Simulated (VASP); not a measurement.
# ScAl3 (Pm-3m) in VASP: further runs

Runs on ScAl3. Level: PBE. Tasks: relaxation of cell and atoms, single point.

All numbers are computed with VASP 6.6.1; they aren't measurements. Logs are shortened: lines on timing, memory, paths and dates and some standing lists are left out, and cuts for length are marked.

## (1) The cell of the first run

Symmetry: Pm-3m, No. 221, cubic system. Conventional cell: a = 3.923 Å, b = 3.923 Å, c = 3.923 Å, α = 90.00°, β = 90.00°, γ = 90.00°. Within 3.7 Å of Sc (site symmetry m-3m) lie 12 Al at 2.77 Å. Al (site symmetry 4/mmm) has 4 Sc at 2.77 Å and 8 Al at 2.77 Å within 3.7 Å.

## (2) Relaxation of cell and atoms, PBE, target pressure 15 GPa, at which the enthalpy is minimised

Contents of INCAR:

```
SYSTEM = ScAl3
PREC = Accurate
ENCUT = 600
EDIFF = 1E-7
ISMEAR = 0
SIGMA = 0.1
LREAL = .FALSE.
LASPH = .TRUE.
NELM = 80
ALGO = Fast
ISIF = 3
LWAVE = .FALSE.
LCHARG = .FALSE.
GGA = PE
IBRION = 2
NSW = 70
EDIFFG = -0.008
PSTRESS = 150.0
```

Contents of KPOINTS:

```
Automatic mesh
0
G
  12 12 12
  0 0 0
```

Contents of POSCAR:

```
ScAl3
1.0
    3.9233539258      0.0000000000      0.0000000000
    0.0000000000      3.9233539258      0.0000000000
    0.0000000000      0.0000000000      3.9233539258
Sc Al
1 3
Direct
    0.0000000000      0.0000000000      0.0000000000
    0.5000000000      0.0000000000      0.5000000000
    0.0000000000      0.5000000000      0.5000000000
    0.5000000000      0.5000000000      0.0000000000
```

Potentials or basis: VASP PAW PBE potentials, release 64 (Sc_sv, Al).

Run with:

```
$ cat potpaw_PBE.64/Sc_sv/POTCAR potpaw_PBE.64/Al/POTCAR > POTCAR
$ mpirun -np 1 vasp_std > vasp.out
```

OUTCAR:

```text
SYSTEM = ScAl3
   PREC = Accurate
   ENCUT = 600
   EDIFF = 1E-7
   ISMEAR = 0
   LREAL = .FALSE.
   LASPH = .TRUE.
   NELM = 80
   ISIF = 3
   GGA = PE
   IBRION = 2
   NSW = 70
   EDIFFG = -0.008
   PSTRESS = 150.0

 ion  position               nearest neighbor table
   1  0.000  0.000  0.000-   2 2.77   3 2.77   4 2.77   2 2.77   3 2.77   3 2.77   4 2.77   3 2.77
                             2 2.77   4 2.77   2 2.77   4 2.77
   2  0.500  0.000  0.500-   1 2.77   3 2.77   4 2.77   1 2.77   4 2.77   3 2.77   4 2.77   4 2.77
                             1 2.77   3 2.77   1 2.77   3 2.77
   3  0.000  0.500  0.500-   1 2.77   2 2.77   4 2.77   1 2.77   4 2.77   1 2.77   2 2.77   1 2.77
                             2 2.77   4 2.77   4 2.77   2 2.77
   4  0.500  0.500  0.000-   1 2.77   2 2.77   3 2.77   2 2.77   3 2.77   1 2.77   2 2.77   2 2.77
                             1 2.77   3 2.77   3 2.77   1 2.77

  LATTYP: Found a simple cubic cell.
 ALAT       =     3.9233539258

  Lattice vectors:

 A1 = (   3.9233539258,   0.0000000000,   0.0000000000)
 A2 = (   0.0000000000,   3.9233539258,   0.0000000000)
 A3 = (   0.0000000000,   0.0000000000,   3.9233539258)

Analysis of symmetry for initial positions (statically):
=====================================================================
 Subroutine PRICEL returns:
 Original cell was already a primitive cell.

 Routine SETGRP: Setting up the symmetry group for a
 simple cubic supercell.

 Subroutine GETGRP returns: Found 48 space group operations
 (whereof 48 operations were pure point group operations)
 out of a pool of 48 trial point group operations.

The static configuration has the point symmetry O_h .

Analysis of symmetry for dynamics (positions and initial velocities):
=====================================================================
 Subroutine PRICEL returns:
 Original cell was already a primitive cell.

 Routine SETGRP: Setting up the symmetry group for a
 simple cubic supercell.

 Subroutine GETGRP returns: Found 48 space group operations
 (whereof 48 operations were pure point group operations)
 out of a pool of 48 trial point group operations.

The dynamic configuration has the point symmetry O_h .

 Subroutine INISYM returns: Found 48 space group operations
 (whereof 48 operations are pure point group operations),
 and found     1 'primitive' translations

----------------------------------------------------------------------------------------

                                     Primitive cell

  volume of cell :      60.3910

  direct lattice vectors                    reciprocal lattice vectors
     3.923353926  0.000000000  0.000000000     0.254883964  0.000000000  0.000000000
     0.000000000  3.923353926  0.000000000     0.000000000  0.254883964  0.000000000
     0.000000000  0.000000000  3.923353926     0.000000000  0.000000000  0.254883964

  length of vectors
     3.923353926  3.923353926  3.923353926     0.254883964  0.254883964  0.254883964

  position of ions in fractional coordinates (direct lattice)
     0.000000000  0.000000000  0.000000000
     0.500000000  0.000000000  0.500000000
     0.000000000  0.500000000  0.500000000
     0.500000000  0.500000000  0.000000000

  ion indices of the primitive-cell ions
   primitive index   ion index
                 1           1
                 2           2
                 3           3
                 4           4

----------------------------------------------------------------------------------------

 KPOINTS: Automatic mesh

Automatic generation of k-mesh.
 Grid dimensions read from file:
 generate k-points for:   12   12   12

 Generating k-lattice:

  Cartesian coordinates                     Fractional coordinates (reciprocal lattice)
     0.021240330  0.000000000  0.000000000     0.083333333  0.000000000  0.000000000
     0.000000000  0.021240330  0.000000000     0.000000000  0.083333333  0.000000000
     0.000000000  0.000000000  0.021240330     0.000000000  0.000000000  0.083333333

  Length of vectors
     0.021240330  0.021240330  0.021240330

  Shift w.r.t. Gamma in fractional coordinates (k-lattice)
     0.000000000  0.000000000  0.000000000

 Subroutine IBZKPT returns following result:
 ===========================================

 Found     84 irreducible k-points:

 Following reciprocal coordinates:
            Coordinates               Weight
  0.000000  0.000000  0.000000      1.000000
  0.083333  0.000000  0.000000      6.000000
  0.166667  0.000000  0.000000      6.000000
  0.250000  0.000000  0.000000      6.000000
  0.333333  0.000000  0.000000      6.000000
  0.416667  0.000000  0.000000      6.000000
[... 16 lines left out ...]
  0.333333  0.333333  0.000000     12.000000
  0.416667  0.333333  0.000000     24.000000
 [... further k-points ...]
   k-points           NKPTS =     84   k-points in BZ     NKDIM =     84   number of bands    NBANDS=     14
   number of dos      NEDOS =    301   number of ions     NIONS =      4
   total plane-waves  NPLWV =  32768
   dimension x,y,z NGX =    32 NGY =   32 NGZ =   32
   dimension x,y,z NGXF=    64 NGYF=   64 NGZF=   64
   ions per type =               1   3
   NGX,Y,Z   is equivalent  to a cutoff of  13.56, 13.56, 13.56 a.u.
   NGXF,Y,Z  is equivalent  to a cutoff of  27.12, 27.12, 27.12 a.u.
 SYSTEM =  ScAl3
   PREC   = accura    normal or accurate (medium, high low for compatibility)
   ISTART =      0    job   : 0-new  1-cont  2-samecut
   ICHARG =      2    charge: 1-file 2-atom 10-const
   ISPIN  =      1    spin polarized calculation?
   LNONCOLLINEAR =      F non collinear calculations
   LSORBIT =      F    spin-orbit coupling
   LASPH  =      T    aspherical Exc in radial PAW
   ENCUT  =  600.0 eV  44.10 Ry    6.64 a.u.   7.84  7.84  7.84*2*pi/ulx,y,z
   NELM   =     80;   NELMIN=  2; NELMDL= -5     # of ELM steps
   EDIFF  = 0.1E-06   stopping-criterion for ELM
   LREAL  =      F    real-space projection
   EDIFFG = -.8E-02   stopping-criterion for IOM
   NSW    =     70    number of steps for IOM
   IBRION =      2    ionic relax: 0-MD 1-quasi-New 2-CG
   NFREE  =      1    steps in history (QN), initial steepest desc. (CG)
   ISIF   =      3    stress and relaxation
   ISYM   =      2    0-nonsym 1-usesym 2-fastsym
   POTIM  = 0.5000    time-step for ionic-motion
   TEBEG  =    0.0;   TEEND  =   0.0 temperature during run
   PSTRESS=  150.0 pullay stress
   NELECT =      20.0000    total number of electrons
   NUPDOWN=      -1.0000    fix difference up-down
   EMIN   =  10.00;   EMAX   =-10.00  energy-range for DOS
   EFERMI =   0.00;   METHOD = LEGACY
   ISMEAR =     0;   SIGMA  =   0.10  broadening in eV -4-tet -1-fermi 0-gaus
   EFERMI_NEDOS =   21; number of points for ismear=-14 and -15
   IALGO  =     68    algorithm
   IMIX   =      4    mixing-type and parameters
     AMIX     =   0.40;   BMIX     =  1.00
     AMIX_MAG =   1.60;   BMIX_MAG =  1.00
  volume/ion in A,a.u.               =      15.10       101.88
  Fermi-wavevector in a.u.,A,eV,Ry     =   1.132646  2.140390 17.454722  1.282886
  Thomas-Fermi vector in A             =   2.269347
   LORBIT       =      0    0 simple, 1 ext, 2 COOP (PROOUT), +10 PAW based schemes
   GGA     = PE    functional components
   LHFCALC =     F    Hartree Fock is set to
   AEXX    =    0.0000 exact exchange contribution
   IVDW    =     0    specifies the selected vdW correction
   LEPSILON=     F    determine dielectric tensor
   LRPA    =     F    only Hartree local field effects (RPA)
 conjugate gradient relaxation of ions
 non-spin polarized calculation
 RMM-DIIS sequential band-by-band and
 Gauss-broadening in eV      SIGMA  =   0.10
  energy-cutoff  :      600.00
  volume of cell :       60.39
 maximum number of plane-waves:      2040
 NGX is ok and might be reduce to    32
   NGX = 15   NGY = 15   NGZ = 15

--------------------------------------- Ionic step        1  -------------------------------------------

 number of electron      19.9999997 magnetization

 Free energy of the ion-electron system (eV)
  ---------------------------------------------------
  ext. energy  EPLUGINS =         0.00000000
  ---------------------------------------------------
  free energy    TOTEN  =       -18.91579576 eV

  energy without entropy =      -18.90967433  energy(sigma->0) =      -18.91273504

------------------------ aborting loop because EDIFF is reached ----------------------------------------

  FORCE on cell =-STRESS in cart. coord.  units (eV):
  Direction    XX          YY          ZZ          XY          YZ          ZX
  --------------------------------------------------------------------------------------
  -------------------------------------------------------------------------------------
  Total        5.9197286      5.9197286      5.9197286      0.0000000      0.0000000     -0.0000000
  in kB      157.0507151    157.0507151    157.0507151      0.0000000      0.0000000     -0.0000000
  external PRESSURE =       7.0507151 kB  Pullay stress =     150.0000000 kB
[... 65 lines left out ...]
  enthalpy is  TOTEN    =       -13.2618676279 eV   P V=        5.7085074191

--------------------------------------- Ionic step        3  -------------------------------------------

 number of electron      19.9999997 magnetization

 Free energy of the ion-electron system (eV)
  ---------------------------------------------------
  ext. energy  EPLUGINS =         0.00000000
  ---------------------------------------------------
  free energy    TOTEN  =       -18.94409869 eV

  energy without entropy =      -18.93797649  energy(sigma->0) =      -18.94103759

 E-fermi :   8.3827     XC(G=0): -10.8841

 val. band max:        8.3755716333   @ k =   0.3333   0.2500   0.0000
 cond. band min:       8.4054050140   @ k =   0.5000   0.2500   0.2500
 fundamental gap:      0.0298333807
 Fermi energy:         8.3827257444

 k-point     1 :       0.0000    0.0000    0.0000
  band No.  band energies     occupation
      1     -40.1775      2.00000
      2     -18.9307      2.00000
      3     -18.9307      2.00000
      4     -18.9307      2.00000
      5      -2.2732      2.00000
      6       5.6034      2.00000
      7       5.6034      2.00000
      8       6.5282      2.00000
      9       6.5282      2.00000
     10       6.5282      2.00000
     11       9.6215      0.00000
     12       9.7459      0.00000
     13       9.7459      0.00000
     14       9.7459      0.00000
[... 375 lines left out ...]
 k-point    24 :       0.4167    0.3333    0.0000
  band No.  band energies     occupation
      1     -40.1733      2.00000
      2     -18.9774      2.00000
      3     -18.9662      2.00000
      4     -18.9235      2.00000
      5       0.2788      2.00000
      6       2.1422      2.00000
      7       3.3346      2.00000
      8       5.1399      2.00000
      9       7.2101      2.00000
     10       8.0218      2.00000
     11       9.4595      0.00000
     12      10.3307      0.00000
     13      10.6833      0.00000
     14      10.8360      0.00000

 [... further k-points ...]

------------------------ aborting loop because EDIFF is reached ----------------------------------------

  FORCE on cell =-STRESS in cart. coord.  units (eV):
  Direction    XX          YY          ZZ          XY          YZ          ZX
  --------------------------------------------------------------------------------------
  -------------------------------------------------------------------------------------
  Total        5.6795771      5.6795771      5.6795771      0.0000000     -0.0000000      0.0000000
  in kB      149.9459990    149.9459990    149.9459990      0.0000000     -0.0000000      0.0000000
  external PRESSURE =      -0.0540010 kB  Pullay stress =     150.0000000 kB
[... 19 lines left out ...]
  FREE ENERGIE OF THE ION-ELECTRON SYSTEM (eV)
  ---------------------------------------------------
  free  energy   TOTEN  =       -18.9440986914 eV

  energy  without entropy=      -18.9379764903  energy(sigma->0) =      -18.94103759

  enthalpy is  TOTEN    =       -13.2624761350 eV   P V=        5.6816225563

 reached required accuracy - stopping structural energy minimisation
```

Wall time 75 s (1 thread of Intel Xeon 6975P-C (Granite Rapids), shared host); peak memory 0.24 GiB.

Results:

- Free energy: -18.9441 eV
- Relaxed volume: 15.17 Å³/atom
- Relaxed cell: a = 3.930 Å, b = 3.930 Å, c = 3.930 Å, α = 90.00°, β = 90.00°, γ = 90.00°
- Space group after relaxing (to 0.1 Å): Pm-3m (No. 221)
- Energy change on relaxing (the run minimises the enthalpy): -7.1 meV/atom
- Ionic steps: 3
- Pressure after relaxing: 15.0 GPa
- Band gap on the k mesh: zero (bands 10 and 11 overlap by 4.25 eV)

The path:
```csv
step,energy change (eV),largest force (eV/Å),pressure (GPa),volume (Å³)
1,0.0000,0.0000,15.71,60.39
2,-0.0546,0.0000,14.32,60.97
3,-0.0283,0.0000,14.99,60.69
```

Final structure:
```cif
data_structure
_symmetry_space_group_name_H-M 'P 1'
_symmetry_Int_Tables_number 1
_cell_length_a 3.9297
_cell_length_b 3.9297
_cell_length_c 3.9297
_cell_angle_alpha 90.000
_cell_angle_beta 90.000
_cell_angle_gamma 90.000
_cell_volume 60.69
loop_
_atom_site_label
_atom_site_type_symbol
_atom_site_fract_x
_atom_site_fract_y
_atom_site_fract_z
_atom_site_occupancy
Sc1 Sc 0.00000 0.00000 0.00000 1
Al1 Al 0.50000 0.00000 0.50000 1
Al2 Al 0.00000 0.50000 0.50000 1
Al3 Al 0.50000 0.50000 0.00000 1
```

Caveat: the cell is relaxed towards a set pressure, so the run minimises the enthalpy, not the energy.

## (3) Single point, PBE

This run uses another cell than the first one, of 15.99 Å³/atom.

Contents of INCAR:

```
PREC = Accurate
ENCUT = 520
EDIFF = 1E-6
ISMEAR = 0
SIGMA = 0.1
LREAL = F
LASPH = T
NELM = 80
ALGO = Normal
ISIF = 2
LWAVE = F
LCHARG = F
GGA = PE
NBANDS = 18
```

Contents of KPOINTS:

```
Automatic mesh
0
Gamma
  10 10 10
```

Contents of POSCAR:

```
ScAl3
1.0
    3.9989758974      0.0000000000      0.0000000000
    0.0000000000      3.9989758974      0.0000000000
    0.0000000000      0.0000000000      3.9989758974
Sc Al
1 3
Direct
    0.0000000000      0.0000000000      0.0000000000
    0.5000000000      0.0000000000      0.5000000000
    0.0000000000      0.5000000000      0.5000000000
    0.5000000000      0.5000000000      0.0000000000
```

Potentials or basis: VASP PAW PBE potentials, release 64 (Sc_sv, Al).

Run with:

```
$ cat potpaw_PBE.64/Sc_sv/POTCAR potpaw_PBE.64/Al/POTCAR > POTCAR
$ mpirun -np 1 vasp_std > vasp.out
```

Wall time 94 s (1 thread of Intel Xeon 8259CL, shared host); peak memory 0.21 GiB.

Results (log left out):

```
Free energy            : -19.1761 eV
Pressure               : 8.0 GPa
Band gap on the k mesh : zero (bands 10 and 11 overlap by 4.12 eV)
```

Levels at points of the mesh, in eV from the Fermi level:
```csv
k point,band 6,band 7,band 8,band 9,band 10,band 11,band 12,band 13,band 14,band 15
"(0.00, 0.00, 0.00)",-2.72,-2.72,-1.86,-1.86,-1.86,1.23,1.32,1.32,1.32,5.31
"(0.50, 0.00, 0.00)",-7.57,-1.84,-1.84,-1.63,1.08,1.08,1.23,1.34,1.70,2.33
"(0.50, 0.50, 0.00)",-5.76,-5.76,-4.54,-0.60,-0.60,1.19,1.43,2.22,2.67,3.66
"(0.50, 0.50, 0.50)",-4.93,-4.93,-4.74,-3.04,-3.04,-3.04,1.11,2.78,2.78,4.36
```

Caveat: the cell stands under pressure.

(Continued in part 2 of 2.)

The gap in the log of VASP goes by the Fermi energy; the results here count the filled bands.